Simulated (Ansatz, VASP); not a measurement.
# V: VASP beside Ansatz

File INCAR:

```
SYSTEM = V
PREC = Accurate ; ENCUT = 600
EDIFF = 1E-6 ; ISMEAR = 0
SIGMA = 0.1 ; LREAL = .FALSE.
LASPH = .TRUE. ; NELM = 80
ALGO = Normal ; ISIF = 3
LWAVE = .FALSE. ; LCHARG = .FALSE.
GGA = PE ; IBRION = 2
NSW = 80 ; EDIFFG = -0.01
```

Contents of KPOINTS:

```
regular mesh
0
G
  20 20 20
  0 0 0
```

The input POSCAR:

```
V
1.0
   -1.5012953099      1.5012953099      1.5012953099
    1.5012953099     -1.5012953099      1.5012953099
    1.5012953099      1.5012953099     -1.5012953099
V
1
Direct
    0.0000000000      0.0000000000      0.0000000000
```

Input for Ansatz:

```yaml
crystal:
  lattice:
    - [-1.5012953099, 1.5012953099, 1.5012953099]
    - [1.5012953099, -1.5012953099, 1.5012953099]
    - [1.5012953099, 1.5012953099, -1.5012953099]
  atoms:
    - { symbol: V, position: [0.0, 0.0, 0.0] }
basis:
  ecutwfc: 420
kpoints:
  mp_grid: { grid: [20, 20, 20] }
hamiltonian:
  xc: pbe
scf:
  occupations: { method: gaussian, width: 0.1 }
output:
  forces: true
  stress: true
  eigenvalues: true
  write_density: true
  write_potential: true
  elf: true
  volumetric_format: npy
relax:
  adjacent_minimum: "off"
  f_tol: 0.01
  max_steps: 60
  cell: { stress_tol: 0.1 }
```

Alike in both runs: task relaxation of cell and atoms; functional PBE; k mesh 20 × 20 × 20; occupations gaussian, width 0.1 eV; no spin polarisation.

```csv
,VASP,Ansatz
version,VASP 6.6.1,Ansatz 0.2.0
potentials or method,"VASP PAW PBE potentials, release 64 (V_sv), cutoff 600 eV","scalar-relativistic, plane waves, PAW"
valence electrons in the cell,13,13
```

Ansatz gave:

```
gap on the k mesh at the Fermi level, each at its own relaxed structure (eV) : none
relaxed volume (Å³/atom)                                                     : 13.45
relaxed cell length with the largest relative difference (Å)                 : 2.595
```

Q: What did VASP give for the same quantities?

A: gap on the k mesh at the Fermi level, each at its own relaxed structure (eV): none; relaxed volume (Å³/atom): 13.47; relaxed cell length with the largest relative difference (Å): 2.596.

A gap of «none» marks a metal or a gap that the smearing closes.
